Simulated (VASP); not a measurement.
Y:

```
Y
1.0
     0.00000    2.52697    2.52697
     2.52697    0.00000    2.52697
     2.52697    2.52697    0.00000
Y
1
Direct
  0.00000 0.00000 0.00000
```

Base run:

```yaml
Program: VASP 6.6.1
Functional: PBE
Potentials_or_basis: VASP PAW PBE potentials, release 64 (Y_sv)
Cutoff: 520 eV
k_mesh: 6 × 6 × 6
Occupations: gaussian, width 0.05 eV
Spin: no spin polarisation
```

Its results: pressure -0.1 GPa.

Problem. The run is repeated on the same cell with these changes: functional from PBE to r2SCAN; k mesh from 6 × 6 × 6 to 14 × 14 × 14. What comes out?

Solution. Pressure 1.2 GPa.

Several settings changed at once, so the effect can't be laid on one alone.

Caveats: the PAW data sets were made with another functional, which shifts forces and pressure a little (some runs).
